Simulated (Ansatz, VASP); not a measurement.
# One calculation of NaCl, two programs

The input POSCAR:

```
NaCl
1.0
    0.0000000000      3.0872727782      3.0872727782
    3.0872727782      0.0000000000      3.0872727782
    3.0872727782      3.0872727782      0.0000000000
Na Cl
1 1
Direct
    0.0000000000      0.0000000000      0.0000000000
    0.2500000000      0.2500000000      0.2500000000
```

INCAR.step1

```
PREC = Accurate
ENCUT = 520
EDIFF = 1E-5
ISMEAR = 0
SIGMA = 0.01
LREAL = False
LASPH = True
NELM = 60
ALGO = Normal
ISIF = 2
LWAVE = True
NBANDS = 14
GGA = PE
```

The input INCAR.step2:

```
PREC = Accurate
ENCUT = 520
EDIFF = 1E-6
ISMEAR = 0
SIGMA = 0.01
LREAL = False
LASPH = True
NELM = 60
ALGO = Normal
ISIF = 2
LWAVE = False
LCHARG = True
GGA = PE
LHFCALC = True
AEXX = 0.75
HFSCREEN = 0.5
PRECFOCK = Normal
LELF = True
LVHAR = True
NBANDS = 14
ISTART = 1
```

The input KPOINTS:

```
Automatic mesh
0
Gamma
  4 4 4
```

Input for Ansatz:

```yaml
crystal:
  lattice:
    - [0.0, 3.0872727782, 3.0872727782]
    - [3.0872727782, 0.0, 3.0872727782]
    - [3.0872727782, 3.0872727782, 0.0]
  atoms:
    - { symbol: Na, position: [0.0, 0.0, 0.0] }
    - { symbol: Cl, position: [0.25, 0.25, 0.25] }
kpoints:
  mp_grid: { grid: [4, 4, 4] }
hamiltonian:
  xc: { exchange: pbe, correlation: pbe, exx: { coeff: 0.75, omega: 0.5 } }
scf:
  occupations: { method: fixed }
  n_extra_bands: 4
output:
  forces: true
  stress: true
  eigenvalues: true
```

Alike in both runs: task single point; functional PBE-based screened hybrid with a share of 0.75 of exact exchange and HFSCREEN = 0.5; k mesh 4 × 4 × 4; no spin polarisation.

|  | VASP | Ansatz |
| --- | --- | --- |
| version | VASP 6.6.1 | Ansatz 0.2.0 |
| potentials or method | VASP PAW PBE potentials, release 64 (Na_pv, Cl) | plane waves |
| plane-wave cutoff (eV) | 520 | 420 |
| occupations | gaussian, width 0.01 eV | fixed |
| valence electrons in the cell | 14 | 16 |

Ansatz gave:

| Item | Value |
| --- | --- |
| gap on the k mesh at the Fermi level (eV) | 7.04 |
| pressure (GPa) | -0.1 |

Question: Which values does VASP return?

Answer: gap on the k mesh at the Fermi level (eV): 7.01; pressure (GPa): 0.0.

VASP's potentials were made for PBE, not for PBE-based screened hybrid. VASP's potentials hold 14 valence electrons a cell and Ansatz's 16, so a difference there can come from the potentials and not from the codes. Ansatz's warnings: stress exchange threshold loose, stress scf threshold loose.

The k mesh is coarse, so the values compare programs but aren't converged.
